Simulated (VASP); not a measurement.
# InP (Fm-3m) in VASP: notebook, part 2 of 2

VASP 6.6.1. Earlier steps stand in the parts before.

### Step 4. Single point, PBE

This run uses another cell than the first one, of 21.23 Å³/atom, 1.020 times its volume.

INCAR

```
SYSTEM = InP
PREC = Accurate ; ENCUT = 520
EDIFF = 1E-6 ; ISMEAR = 0
SIGMA = 0.028999999999999998 ; LREAL = .False.
LASPH = .True. ; NELM = 100
ALGO = Normal ; ISIF = 2
LWAVE = .False. ; LCHARG = .True.
GGA = PE ; LELF = .True.
LVHAR = .True. ; NBANDS = 16
```

KPOINTS

```
Automatic mesh
0
Gamma
  8 8 8
  0 0 0
```

POSCAR

```
InP
1.0
    0.0000000000      2.7688340000      2.7688340000
    2.7688340000      0.0000000000      2.7688340000
    2.7688340000      2.7688340000      0.0000000000
In P
1 1
Direct
    0.0000000000      0.0000000000      0.0000000000
    0.5000000000      0.5000000000      0.5000000000
```

Potentials or basis: VASP PAW PBE potentials, release 64 (In_d, P).

Launch:

```bash
$ cat potpaw_PBE.64/In_d/POTCAR potpaw_PBE.64/P/POTCAR > POTCAR
$ mpirun -np 1 vasp_std > vasp.out
```

OUTCAR:

```text
SYSTEM = InP
   PREC = Accurate
   ENCUT = 520
   EDIFF = 1E-6
   ISMEAR = 0
   LREAL = .False.
   LASPH = .True.
   NELM = 100
   ISIF = 2
   GGA = PE

 ion  position               nearest neighbor table
   1  0.000  0.000  0.000-   2 2.77   2 2.77   2 2.77   2 2.77   2 2.77   2 2.77
   2  0.500  0.500  0.500-   1 2.77   1 2.77   1 2.77   1 2.77   1 2.77   1 2.77

  LATTYP: Found a face centered cubic cell.
 ALAT       =     5.5376680000

  Lattice vectors:

 A1 = (   0.0000000000,   2.7688340000,   2.7688340000)
 A2 = (   2.7688340000,   0.0000000000,   2.7688340000)
 A3 = (   2.7688340000,   2.7688340000,   0.0000000000)

Analysis of symmetry for initial positions (statically):
=====================================================================
 Subroutine PRICEL returns:
 Original cell was already a primitive cell.

 Routine SETGRP: Setting up the symmetry group for a
 face centered cubic supercell.

 Subroutine GETGRP returns: Found 48 space group operations
 (whereof 48 operations were pure point group operations)
 out of a pool of 48 trial point group operations.

The static configuration has the point symmetry O_h .

Analysis of symmetry for dynamics (positions and initial velocities):
=====================================================================
 Subroutine PRICEL returns:
 Original cell was already a primitive cell.

 Routine SETGRP: Setting up the symmetry group for a
 face centered cubic supercell.

 Subroutine GETGRP returns: Found 48 space group operations
 (whereof 48 operations were pure point group operations)
 out of a pool of 48 trial point group operations.

The dynamic configuration has the point symmetry O_h .

 Subroutine INISYM returns: Found 48 space group operations
 (whereof 48 operations are pure point group operations),
 and found     1 'primitive' translations

----------------------------------------------------------------------------------------

                                     Primitive cell

  volume of cell :      42.4542

  direct lattice vectors                    reciprocal lattice vectors
     0.000000000  2.768834000  2.768834000    -0.180581429  0.180581429  0.180581429
     2.768834000  0.000000000  2.768834000     0.180581429 -0.180581429  0.180581429
     2.768834000  2.768834000  0.000000000     0.180581429  0.180581429 -0.180581429

  length of vectors
     3.915722595  3.915722595  3.915722595     0.312776210  0.312776210  0.312776210

  position of ions in fractional coordinates (direct lattice)
     0.000000000  0.000000000  0.000000000
     0.500000000  0.500000000  0.500000000

  ion indices of the primitive-cell ions
   primitive index   ion index
                 1           1
                 2           2

----------------------------------------------------------------------------------------

 KPOINTS: Automatic mesh

Automatic generation of k-mesh.
 Grid dimensions read from file:
 generate k-points for:    8    8    8

 Generating k-lattice:

  Cartesian coordinates                     Fractional coordinates (reciprocal lattice)
    -0.022572679  0.022572679  0.022572679     0.125000000  0.000000000  0.000000000
     0.022572679 -0.022572679  0.022572679     0.000000000  0.125000000  0.000000000
     0.022572679  0.022572679 -0.022572679     0.000000000  0.000000000  0.125000000

  Length of vectors
     0.039097026  0.039097026  0.039097026

  Shift w.r.t. Gamma in fractional coordinates (k-lattice)
     0.000000000  0.000000000  0.000000000

 Subroutine IBZKPT returns following result:
 ===========================================

 Found     29 irreducible k-points:

 Following reciprocal coordinates:
            Coordinates               Weight
  0.000000  0.000000  0.000000      1.000000
  0.125000  0.000000  0.000000      8.000000
  0.250000  0.000000  0.000000      8.000000
  0.375000  0.000000  0.000000      8.000000
  0.500000  0.000000  0.000000      4.000000
  0.125000  0.125000  0.000000      6.000000
[... 16 lines left out ...]
  0.500000  0.250000  0.125000     48.000000
 -0.375000  0.250000  0.125000     24.000000
 [... further k-points ...]
   k-points           NKPTS =     29   k-points in BZ     NKDIM =     29   number of bands    NBANDS=     16
   number of dos      NEDOS =    301   number of ions     NIONS =      2
   total plane-waves  NPLWV =  27000
   dimension x,y,z NGX =    30 NGY =   30 NGZ =   30
   dimension x,y,z NGXF=    60 NGYF=   60 NGZF=   60
   ions per type =               1   1
   NGX,Y,Z   is equivalent  to a cutoff of  12.74, 12.74, 12.74 a.u.
   NGXF,Y,Z  is equivalent  to a cutoff of  25.47, 25.47, 25.47 a.u.
 SYSTEM =  InP
   PREC   = accura    normal or accurate (medium, high low for compatibility)
   ISTART =      0    job   : 0-new  1-cont  2-samecut
   ICHARG =      2    charge: 1-file 2-atom 10-const
   ISPIN  =      1    spin polarized calculation?
   LNONCOLLINEAR =      F non collinear calculations
   LSORBIT =      F    spin-orbit coupling
   LASPH  =      T    aspherical Exc in radial PAW
   ENCUT  =  520.0 eV  38.22 Ry    6.18 a.u.   7.28  7.28  7.28*2*pi/ulx,y,z
   NELM   =    100;   NELMIN=  2; NELMDL= -5     # of ELM steps
   EDIFF  = 0.1E-05   stopping-criterion for ELM
   LREAL  =      F    real-space projection
   EDIFFG = 0.1E-04   stopping-criterion for IOM
   NSW    =      0    number of steps for IOM
   IBRION =     -1    ionic relax: 0-MD 1-quasi-New 2-CG
   NFREE  =      0    steps in history (QN), initial steepest desc. (CG)
   ISIF   =      2    stress and relaxation
   ISYM   =      2    0-nonsym 1-usesym 2-fastsym
   POTIM  = 0.5000    time-step for ionic-motion
   TEBEG  =    0.0;   TEEND  =   0.0 temperature during run
   PSTRESS=    0.0 pullay stress
   NELECT =      18.0000    total number of electrons
   NUPDOWN=      -1.0000    fix difference up-down
   EMIN   =  10.00;   EMAX   =-10.00  energy-range for DOS
   EFERMI =   0.00;   METHOD = LEGACY
   ISMEAR =     0;   SIGMA  =   0.03  broadening in eV -4-tet -1-fermi 0-gaus
   EFERMI_NEDOS =   21; number of points for ismear=-14 and -15
   IALGO  =     38    algorithm
   IMIX   =      4    mixing-type and parameters
     AMIX     =   0.40;   BMIX     =  1.00
     AMIX_MAG =   1.60;   BMIX_MAG =  1.00
  volume/ion in A,a.u.               =      21.23       143.25
  Fermi-wavevector in a.u.,A,eV,Ry     =   1.229869  2.324115 20.579860  1.512577
  Thomas-Fermi vector in A             =   2.364739
   LORBIT       =      0    0 simple, 1 ext, 2 COOP (PROOUT), +10 PAW based schemes
   GGA     = PE    functional components
   LHFCALC =     F    Hartree Fock is set to
   AEXX    =    0.0000 exact exchange contribution
   IVDW    =     0    specifies the selected vdW correction
   LEPSILON=     F    determine dielectric tensor
   LRPA    =     F    only Hartree local field effects (RPA)
 non-spin polarized calculation
 Gauss-broadening in eV      SIGMA  =   0.03
  energy-cutoff  :      520.00
  volume of cell :       42.45
 maximum number of plane-waves:      1162
 NGX is ok and might be reduce to    30
   NGX = 15   NGY = 15   NGZ = 15

 number of electron      18.0000009 magnetization

 Free energy of the ion-electron system (eV)
  ---------------------------------------------------
  ext. energy  EPLUGINS =         0.00000000
  ---------------------------------------------------
  free energy    TOTEN  =        -7.90851977 eV

  energy without entropy =       -7.90826439  energy(sigma->0) =       -7.90839208

 E-fermi :   7.1524     XC(G=0): -10.3952

 val. band max:        7.1266111520   @ k =  -0.3750   0.5000   0.1250
 cond. band min:       7.1961207614   @ k =  -0.3750   0.3750   0.0000
 fundamental gap:      0.0695096094
 Fermi energy:         7.1523958092

 k-point     1 :       0.0000    0.0000    0.0000
  band No.  band energies     occupation
      1      -7.2114      2.00000
      2      -7.2114      2.00000
      3      -7.1925      2.00000
      4      -7.1925      2.00000
      5      -7.1925      2.00000
      6      -4.9590      2.00000
[... 8 lines left out ...]
     15      15.5084      0.00000
     16      15.5084      0.00000
[... 419 lines left out ...]
 k-point    24 :      -0.3750    0.2500    0.1250
  band No.  band energies     occupation
      1      -7.3529      2.00000
      2      -7.2426      2.00000
      3      -7.1786      2.00000
      4      -7.1447      2.00000
      5      -7.1036      2.00000
      6      -2.3719      2.00000
[... 8 lines left out ...]
     15      17.1235      0.00000
     16      19.8111      0.00000

 [... further k-points ...]
[... 5 lines left out ...]
  --------------------------------------------------------------------------------------
  -------------------------------------------------------------------------------------
  Total       -0.0320833     -0.0320833     -0.0320833     -0.0000000     -0.0000000     -0.0000000
  in kB       -1.2107883     -1.2107883     -1.2107883     -0.0000000     -0.0000000     -0.0000000
  external PRESSURE =      -1.2107883 kB  Pullay stress =       0.0000000 kB

 VOLUME and BASIS-vectors are now :
 -----------------------------------------------------------------------------
  energy-cutoff  :      520.00
  volume of cell :       42.45
      direct lattice vectors                 reciprocal lattice vectors
     0.000000000  2.768834000  2.768834000    -0.180581429  0.180581429  0.180581429
     2.768834000  0.000000000  2.768834000     0.180581429 -0.180581429  0.180581429
     2.768834000  2.768834000  0.000000000     0.180581429  0.180581429 -0.180581429

 POSITION                                       TOTAL-FORCE (eV/Angst)
 -----------------------------------------------------------------------------------
      0.00000      0.00000      0.00000        -0.000000      0.000000     -0.000000
      2.76883      2.76883      2.76883         0.000000     -0.000000      0.000000
 -----------------------------------------------------------------------------------
    total drift:                               -0.000000      0.000000      0.000000

  FREE ENERGIE OF THE ION-ELECTRON SYSTEM (eV)
  ---------------------------------------------------
  free  energy   TOTEN  =        -7.9085197744 eV

  energy  without entropy=       -7.9082643856  energy(sigma->0) =       -7.90839208
```

stdout:

```text
POSCAR found type information on POSCAR InP
 POSCAR found :  2 types and       2 ions
 scaLAPACK will be used
 LDA part: xc-table for (Slater+PW92), standard interpolation
 POSCAR, INCAR and KPOINTS ok, starting setup
 FFT: planning ... GRIDC
 FFT: planning ... GRID_SOFT
 FFT: planning ... GRID
 WAVECAR not read
 entering main loop
```

Run time: 32 s. Hardware: 1 thread of Intel Xeon 8259CL, shared host; peak memory 0.17 GiB.

Results:

- Free energy: -7.9085 eV
- Pressure: -0.1 GPa
- Band gap on the k mesh: zero (band 9 reaches 7.35 eV, above the bottom of band 10 at 4.72 eV)

Caveat: spin-orbit coupling is left out, which moves the levels of the heavy elements.

### Step 5. The runs side by side

| level | cell | smearing | gap on the mesh (eV) | pressure (GPa) |
| --- | --- | --- | --- | --- |
| BLYP+D3(BJ) | a = 3.890 Å, angles 60.0°, 2 atoms | fermi-dirac 0.05 eV | none | 0.0 |
| BLYP+D4 | a = 3.908 Å, angles 60.0°, 2 atoms | fermi-dirac 0.05 eV | none | 0.1 |
| PBE | a = 3.916 Å, angles 60.0°, 2 atoms | gaussian 0.029 eV | none | -0.1 |

Alike in all rows: task single point; potentials or basis VASP PAW PBE potentials, release 64 (In_d, P); no spin polarisation; k mesh 8 × 8 × 8; cutoff (eV) 520.

Caveats: spin-orbit coupling is left out, which moves the levels of the heavy elements; the PAW data sets were made with another functional, which shifts forces and pressure a little (some runs); pairwise dispersion overbinds metals, which lowers pressure and volume (some runs).

Absolute energies hang on the potentials; compare differences alone.
